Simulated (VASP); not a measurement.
TiSi2, 6 atoms in the cell. It takes space group Fd-3m (No. 227, cubic). Conventional cell: a = 6.994 Å, b = 6.994 Å, c = 6.994 Å, α = 90.00°, β = 90.00°, γ = 90.00°. Ti (site symmetry -43m) has 12 Si at 2.90 Å and 4 Ti at 3.03 Å within 3.8 Å. Si (site symmetry -3m) has 6 Si at 2.47 Å and 6 Ti at 2.90 Å within 3.3 Å. 

| Property | Result |
| --- | --- |
| Program | VASP 6.6.1 |
| Task | single point |
| Functional | PBE |
| Potentials or basis | VASP PAW PBE potentials, release 64 (Ti_sv, Si) |
| Cutoff | 520 eV |
| k mesh | 4 × 4 × 4 |
| Occupations | gaussian, width 0.1 eV |
| Spin | no spin polarisation |
| Dipole correction | no |
| Further INCAR settings | ALGO = Normal; EDIFF = 1e-06; NBANDS = 29 |

Potentials or basis: VASP PAW PBE potentials, release 64 (Ti_sv, Si).

Command:

```console
$ cat potpaw_PBE.64/Ti_sv/POTCAR potpaw_PBE.64/Si/POTCAR > POTCAR
$ mpirun -np 1 vasp_std > vasp.out
```

Hardware: 1 thread of Intel Xeon 8259CL, on a shared host.

How long does it take, and how much memory?

Run time: 41 s on 1 thread of Intel Xeon 8259CL, with other jobs on the host, peak memory 0.24 GiB. Counts: scf iterations 15, k points 8.
